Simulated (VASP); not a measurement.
# GaN (P6_3mc) in VASP: further runs

Runs on GaN. Level: LDA. Tasks: vibrations by perturbation theory.

Everything below comes from runs of VASP 6.6.1. Logs are shortened: lines on timing, memory, paths and dates and some standing lists are left out, and cuts for length are marked.

**1. The cell of the first run**

It takes space group P6_3mc (No. 186, hexagonal). Conventional cell: a = 3.120 Å, b = 3.120 Å, c = 5.086 Å, α = 90.00°, β = 90.00°, γ = 120.00°. Ga (site symmetry 3m) has 4 N at 1.91 Å within 2.5 Å. N (site symmetry 3m) has 4 Ga at 1.91 Å within 2.5 Å.

**2. Vibrations by perturbation theory, LDA (10.72 Å³/atom)**

INCAR

```
PREC     = Accurate       # precision mode
ENCUT    = 520            # plane-wave cutoff, eV
EDIFF    = 1E-8           # SCF threshold, eV
ISMEAR   = 0              # smearing method
SIGMA    = 0.01           # smearing width, eV
LREAL    = False          # projectors in reciprocal space
LASPH    = True           # aspherical terms in the spheres
NELM     = 80             # most SCF steps
ALGO     = Normal         # electronic algorithm
ISIF     = 2              # what is computed and relaxed
LWAVE    = False          # write WAVECAR
LCHARG   = False          # write CHGCAR
NBANDS   = 26             # bands
IBRION   = 8              # ionic algorithm
NSW      = 1              # ionic steps
```

KPOINTS

```
Automatic mesh
0
Gamma
  6 6 4
```

POSCAR

```
GaN
1.0
    3.1199753067      0.0000000000      0.0000000000
   -1.5599876534      2.7019778748      0.0000000000
    0.0000000000      0.0000000000      5.0864917292
Ga N
2 2
Direct
    0.3333333333      0.6666666667     -0.0006531246
    0.6666666667      0.3333333333      0.4993468754
    0.3333333333      0.6666666667      0.3756531246
    0.6666666667      0.3333333333      0.8756531246
```

Potentials or basis: VASP PAW LDA potentials, release 64 (Ga_d, N).

Launch:

```console
$ cat potpaw_LDA.64/Ga_d/POTCAR potpaw_LDA.64/N/POTCAR > POTCAR
$ mpirun -np 1 vasp_std > vasp.out
```

OUTCAR:

```text
PREC = Accurate
   ENCUT = 520
   EDIFF = 1E-8
   ISMEAR = 0
   LREAL = False
   LASPH = True
   NELM = 80
   ISIF = 2
   IBRION = 8
   NSW = 1

 ion  position               nearest neighbor table
   1  0.333  0.667  0.999-   4 1.91   4 1.91   4 1.91   3 1.91
   2  0.667  0.333  0.499-   3 1.91   3 1.91   3 1.91   4 1.91
   3  0.333  0.667  0.376-   2 1.91   2 1.91   2 1.91   1 1.91
   4  0.667  0.333  0.876-   1 1.91   1 1.91   1 1.91   2 1.91

  LATTYP: Found a hexagonal cell.
 ALAT       =     3.1199753067
 C/A-ratio  =     1.6302987137

  Lattice vectors:

 A1 = (   3.1199753067,   0.0000000000,   0.0000000000)
 A2 = (  -1.5599876534,   2.7019778748,   0.0000000000)
 A3 = (   0.0000000000,   0.0000000000,   5.0864917292)

Analysis of symmetry for initial positions (statically):
=====================================================================
 Subroutine PRICEL returns:
 Original cell was already a primitive cell.

 Routine SETGRP: Setting up the symmetry group for a
 hexagonal supercell.

 Subroutine GETGRP returns: Found 12 space group operations
 (whereof  6 operations were pure point group operations)
 out of a pool of 24 trial point group operations.

The static configuration has the point symmetry C_3v.
 The point group associated with its full space group is C_6v.

Analysis of symmetry for dynamics (positions and initial velocities):
=====================================================================
 Subroutine PRICEL returns:
 Original cell was already a primitive cell.

 Routine SETGRP: Setting up the symmetry group for a
 hexagonal supercell.

 Subroutine GETGRP returns: Found 12 space group operations
 (whereof  6 operations were pure point group operations)
 out of a pool of 24 trial point group operations.

The dynamic configuration has the point symmetry C_3v.
 The point group associated with its full space group is C_6v.

 Subroutine INISYM returns: Found 12 space group operations
 (whereof  6 operations are pure point group operations),
 and found     1 'primitive' translations

----------------------------------------------------------------------------------------

                                     Primitive cell

  volume of cell :      42.8797

  direct lattice vectors                    reciprocal lattice vectors
     3.119975307  0.000000000  0.000000000     0.320515357  0.185049628  0.000000000
    -1.559987653  2.701977875  0.000000000     0.000000000  0.370099256  0.000000000
     0.000000000  0.000000000  5.086491729     0.000000000  0.000000000  0.196599160

  length of vectors
     3.119975307  3.119975307  5.086491729     0.370099256  0.370099256  0.196599160

  position of ions in fractional coordinates (direct lattice)
     0.333333333  0.666666667  0.999346875
     0.666666667  0.333333333  0.499346875
     0.333333333  0.666666667  0.375653125
     0.666666667  0.333333333  0.875653125

  ion indices of the primitive-cell ions
   primitive index   ion index
                 1           1
                 2           2
[... 117 lines left out ...]
  free energy    TOTEN  =       -27.86840015 eV

  energy without entropy =      -27.86840015  energy(sigma->0) =      -27.86840015

 E-fermi :   5.9169     XC(G=0): -12.4639

 val. band max:        5.7982903835   @ k =   0.0000   0.0000   0.0000
 cond. band min:       8.1472244497   @ k =   0.0000   0.0000   0.0000
 fundamental gap:      2.3489340662
 Fermi energy:         5.9168772564

 k-point     1 :       0.0000    0.0000    0.0000
  band No.  band energies     occupation
      1     -10.6256      2.00000
      2      -9.5381      2.00000
      3      -7.8320      2.00000
      4      -7.8129      2.00000
      5      -7.8129      2.00000
      6      -7.7392      2.00000
[... 598 lines left out ...]
     25      19.9379      0.00000
     26      19.9379      0.00000

------------------------ aborting loop because EDIFF is reached ----------------------------------------

  FORCE on cell =-STRESS in cart. coord.  units (eV):
  Direction    XX          YY          ZZ          XY          YZ          ZX
  --------------------------------------------------------------------------------------
  -------------------------------------------------------------------------------------
  Total        2.0976789      2.0976789      2.0938546     -0.0000000      0.0000000      0.0000000
  in kB       78.3787446     78.3787446     78.2358522     -0.0000000      0.0000000      0.0000000
  external PRESSURE =      78.3311138 kB  Pullay stress =       0.0000000 kB

 VOLUME and BASIS-vectors are now :
 -----------------------------------------------------------------------------
  energy-cutoff  :      520.00
  volume of cell :       42.88
      direct lattice vectors                 reciprocal lattice vectors
     3.119975307  0.000000000  0.000000000     0.320515357  0.185049628  0.000000000
    -1.559987653  2.701977875  0.000000000     0.000000000  0.370099256  0.000000000
     0.000000000  0.000000000  5.086491729     0.000000000  0.000000000  0.196599160

 POSITION                                       TOTAL-FORCE (eV/Angst)
 -----------------------------------------------------------------------------------
     -0.00000      1.80132      5.08317        -0.000000     -0.000000      0.001550
      1.55999      0.90066      2.53992        -0.000000      0.000000      0.001550
     -0.00000      1.80132      1.91076         0.000000     -0.000000     -0.001550
      1.55999      0.90066      4.45400        -0.000000      0.000000     -0.001550
 -----------------------------------------------------------------------------------
    total drift:                               -0.000000     -0.000000      0.000797

  FREE ENERGIE OF THE ION-ELECTRON SYSTEM (eV)
  ---------------------------------------------------
  free  energy   TOTEN  =       -27.8684001544 eV

  energy  without entropy=      -27.8684001544  energy(sigma->0) =      -27.86840015

[... ionic steps 2 to 9 ...]

--------------------------------------- Ionic step       10  -------------------------------------------

------------------------ aborting loop because EDIFF is reached ----------------------------------------

[... ionic steps 11 to 11 ...]

--------------------------------------- Ionic step       12  -------------------------------------------

 Free energy of the ion-electron system (eV)
  ---------------------------------------------------
  ---------------------------------------------------
  free energy    TOTEN  =        -0.24605333 eV

  energy without entropy =       -0.24605333

------------------------ aborting loop because EDIFF is reached ----------------------------------------

 INTERNAL STRAIN TENSOR  FOR ION    3  DIRECTION 3   (eV/Angst):
 -----------------------------------------------------------------------------
     6.96410 -0.00000 -0.00000
    -0.00000  6.96410  0.00000
     0.00000  0.00000-13.21778

 INTERNAL STRAIN TENSOR FOR ION    4 for displacements in x,y,z  (eV/Angst):
          X           Y           Z          XY          YZ          ZX
  --------------------------------------------------------------------------------
  x    -0.00000     0.00000     0.00000    11.80716    -0.00000     6.91944
  y    11.80716   -11.80716     0.00000     0.00000     7.19076    -0.00000
  z     6.96410     6.96410   -13.21778    -0.00000     0.00000    -0.00000

 SECOND DERIVATIVES (NOT SYMMETRIZED)
 ------------------------------------
               1X          1Y          1Z          2X          2Y          2Z          3X          3Y          3Z          4X          4Y          4Z
  1X   -15.580037    0.000000    0.000000    0.531242   -0.000000   -0.000000    0.935484   -0.000000   -0.000000   14.113312   -0.000000   -0.000000
  1Y     0.000000  -15.580037    0.000000   -0.000000    0.531242    0.000000   -0.000000    0.935484    0.000000   -0.000000   14.113312    0.000000
  1Z    -0.000000    0.000000  -23.065137   -0.000000   -0.000000    9.090309   -0.000000    0.000000    8.777716   -0.000000    0.000000    5.197112
  2X     0.531242   -0.000000    0.000000  -15.580037    0.000000   -0.000000   14.113312   -0.000000    0.000000    0.935484   -0.000000   -0.000000
  2Y    -0.000000    0.531242   -0.000000    0.000000  -15.580037   -0.000000   -0.000000   14.113312   -0.000000   -0.000000    0.935484    0.000000
  2Z     0.000000    0.000000    9.090309    0.000000    0.000000  -23.065137    0.000000    0.000000    5.197112    0.000000   -0.000000    8.777716
  3X     0.916735   -0.000000   -0.000000   14.100045   -0.000000   -0.000000  -15.740202    0.000000    0.000000    0.723423   -0.000000    0.000000
  3Y    -0.000000    0.916735    0.000000   -0.000000   14.100045    0.000000    0.000000  -15.740202    0.000000   -0.000000    0.723423   -0.000000
  3Z    -0.000000    0.000000    8.711904    0.000000    0.000000    5.204555    0.000000   -0.000000  -20.644355   -0.000000    0.000000    6.727896
  4X    14.100045   -0.000000    0.000000    0.916735   -0.000000    0.000000    0.723423   -0.000000    0.000000  -15.740202    0.000000   -0.000000
  4Y    -0.000000   14.100045   -0.000000   -0.000000    0.916735   -0.000000   -0.000000    0.723423    0.000000    0.000000  -15.740202   -0.000000
  4Z     0.000000    0.000000    5.204555    0.000000    0.000000    8.711904    0.000000    0.000000    6.727896   -0.000000    0.000000  -20.644355

 Eigenvectors and eigenvalues of the dynamical matrix
 ----------------------------------------------------

   1 f  =   21.906630 THz   137.643414 2PiTHz  730.726512 cm-1    90.598500 meV
             X         Y         Z           dx          dy          dz
     -0.000000  1.801319  5.083170     0.000000    0.000000    0.053234
      1.559988  0.900659  2.539924     0.000000    0.000000   -0.053234
     -0.000000  1.801319  1.910757     0.000000   -0.000000   -0.705100
      1.559988  0.900659  4.454002    -0.000000    0.000000    0.705100
[... 71 lines left out ...]
  12 f/i=    0.013362 THz     0.083953 2PiTHz    0.445694 cm-1     0.055259 meV
             X         Y         Z           dx          dy          dz
     -0.000000  1.801319  5.083170     0.000000   -0.000000    0.645053
      1.559988  0.900659  2.539924     0.000000   -0.000000    0.645053
     -0.000000  1.801319  1.910757     0.000000   -0.000000    0.289665
      1.559988  0.900659  4.454002     0.000000   -0.000000    0.289665

--------------------------------------------------------------------------------------------------------

 ELASTIC MODULI CONTR FROM IONIC RELAXATION (kBar)
 Direction    XX          YY          ZZ          XY          YZ          ZX
 --------------------------------------------------------------------------------
 XX        -896.3394    377.7057    492.5371      0.0000      0.0000      0.0000
 YY         377.7057   -896.3394    492.5371      0.0000     -0.0000      0.0000
 ZZ         492.5371    492.5371   -935.5071     -0.0000     -0.0000     -0.0000
 XY           0.0000      0.0000     -0.0000   -637.0226     -0.0000      0.0000
 YZ           0.0000     -0.0000     -0.0000     -0.0000   -225.4000      0.0000
 ZX          -0.0000      0.0000     -0.0000     -0.0000      0.0000   -243.1570
 --------------------------------------------------------------------------------
```

Wall time 2.9 min (1 thread of Intel Xeon 6975P-C (Granite Rapids), shared host); peak memory 0.32 GiB.

Results:

```
Highest phonon frequency at Γ, LO-TO splitting left out : 731 cm⁻¹
```

Phonon frequencies in cm⁻¹ (negative: imaginary):
| q point | frequencies |
| --- | --- |
| (0.000, 0.000, 0.000) | 0 0 0 138 138 351 570 592 592 603 603 731 |

Caveat: the k points lie up to 0.39 Å⁻¹ apart; the cell stands under pressure or tension, which shifts response properties.

**3. Vibrations by perturbation theory, LDA**

This run uses another cell than the first one, of 11.05 Å³/atom.

INCAR

```
SYSTEM = GaN
ALGO = Normal
EDIFF = 1E-8
ENCUT = 520
GGA = CA
IBRION = 8
ISIF = 2
ISMEAR = 0
LASPH = .True.
LCHARG = .False.
LREAL = .False.
LWAVE = .False.
NELM = 60
NSW = 1
PREC = Accurate
SIGMA = 0.01
```

KPOINTS

```
k-points
0
Gamma
  6 6 4
  0 0 0
```

POSCAR

```
GaN
1.0
    3.1518139885      0.0000000000      0.0000000000
   -1.5759069942      2.7295509820      0.0000000000
    0.0000000000      0.0000000000      5.1383982911
Ga N
2 2
Direct
    0.3333333333      0.6666666667     -0.0007038784
    0.6666666667      0.3333333333      0.4992961216
    0.3333333333      0.6666666667      0.3757038784
    0.6666666667      0.3333333333      0.8757038784
```

Potentials or basis: VASP PAW LDA potentials, release 64 (Ga_d, N).

Launch:

```console
$ cat potpaw_LDA.64/Ga_d/POTCAR potpaw_LDA.64/N/POTCAR > POTCAR
$ mpirun -np 1 vasp_std > vasp.out
```

OUTCAR:

```text
SYSTEM = GaN
   EDIFF = 1E-8
   ENCUT = 520
   GGA = CA
   IBRION = 8
   ISIF = 2
   ISMEAR = 0
   LASPH = .True.
   LREAL = .False.
   NELM = 60
   NSW = 1
   PREC = Accurate

 ion  position               nearest neighbor table
   1  0.333  0.667  0.999-   4 1.93   4 1.93   4 1.93   3 1.93
   2  0.667  0.333  0.499-   3 1.93   3 1.93   3 1.93   4 1.93
   3  0.333  0.667  0.376-   2 1.93   2 1.93   2 1.93   1 1.93
   4  0.667  0.333  0.876-   1 1.93   1 1.93   1 1.93   2 1.93
[... 801 lines left out ...]
  4Y     0.000000   12.710178    0.000000    0.000000    1.034592    0.000000    0.000000    0.666976    0.000000   -0.000000  -14.411746    0.000000
  4Z    -0.000000    0.000000    5.123187    0.000000   -0.000000    7.526164   -0.000000    0.000000    6.339238    0.000000   -0.000000  -18.988589

 Eigenvectors and eigenvalues of the dynamical matrix
 ----------------------------------------------------

   1 f  =   21.052269 THz   132.275304 2PiTHz  702.228090 cm-1    87.065148 meV
             X         Y         Z           dx          dy          dz
     -0.000000  1.819701  5.134781     0.000000   -0.000000    0.039849
      1.575907  0.909850  2.565582     0.000000    0.000000   -0.039849
     -0.000000  1.819701  1.930516     0.000000   -0.000000   -0.705983
      1.575907  0.909850  4.499715    -0.000000    0.000000    0.705983
[... 71 lines left out ...]
  12 f/i=    0.007813 THz     0.049088 2PiTHz    0.260598 cm-1     0.032310 meV
             X         Y         Z           dx          dy          dz
     -0.000000  1.819701  5.134781    -0.000000    0.000000   -0.645141
      1.575907  0.909850  2.565582    -0.000000    0.000000   -0.645141
     -0.000000  1.819701  1.930516    -0.000000    0.000000   -0.289470
      1.575907  0.909850  4.499715    -0.000000    0.000000   -0.289470

--------------------------------------------------------------------------------------------------------

 ELASTIC MODULI CONTR FROM IONIC RELAXATION (kBar)
 Direction    XX          YY          ZZ          XY          YZ          ZX
 --------------------------------------------------------------------------------
 XX        -702.4432    308.0448    370.9619     -0.0000      0.0000      0.0000
 YY         308.0448   -702.4432    370.9619     -0.0000     -0.0000     -0.0000
 ZZ         370.9619    370.9619   -697.8363      0.0000      0.0000      0.0000
 XY          -0.0000     -0.0000      0.0000   -505.2440     -0.0000     -0.0000
 YZ          -0.0000     -0.0000      0.0000      0.0000   -169.7142     -0.0000
 ZX           0.0000     -0.0000      0.0000      0.0000     -0.0000   -184.2704
 --------------------------------------------------------------------------------
```

OSZICAR:

```text
N       E                     dE             d eps       ncg     rms          rms(c)
DAV:   1     0.279410462973E+03    0.27941E+03   -0.18276E+04   940   0.307E+03
DAV:   2     0.486597924658E+01   -0.27454E+03   -0.26611E+03  1022   0.538E+02
DAV:   3    -0.307853818652E+02   -0.35651E+02   -0.35363E+02  1074   0.157E+02
DAV:   4    -0.320581423934E+02   -0.12728E+01   -0.12696E+01  1238   0.318E+01
[... 99 lines left out ...]
RMM:  11    -0.244884053979E+00   -0.17205E-06   -0.22890E-07  2015   0.113E-04    0.547E-06
RMM:  12    -0.244884043795E+00    0.10185E-07    0.91054E-08  1917   0.591E-05    0.365E-06
RMM:  13    -0.244884058433E+00   -0.14638E-07   -0.14596E-07  2082   0.231E-05    0.190E-06
RMM:  14    -0.244884041873E+00    0.16559E-07    0.37542E-08  2002   0.108E-05    0.375E-07
RMM:  15    -0.244884046032E+00   -0.41587E-08   -0.45163E-08  1845   0.427E-06    0.153E-07
 Linear response finished
```

Wall time 2.4 min (1 thread of Intel Xeon 6975P-C (Granite Rapids), shared host); peak memory 0.3 GiB.

Results:

```yaml
Highest_phonon_frequency_at_Γ_LO-TO_splitting_left_out: 702 cm⁻¹
```

Phonon frequencies in cm⁻¹ (negative: imaginary):
| q point | frequencies |
| --- | --- |
| (0.000, 0.000, 0.000) | 0 0 0 140 140 340 543 566 566 575 575 702 |

Caveat: the k points lie up to 0.38 Å⁻¹ apart; the cell stands under pressure or tension, which shifts response properties.

[end of part 1 of 2]
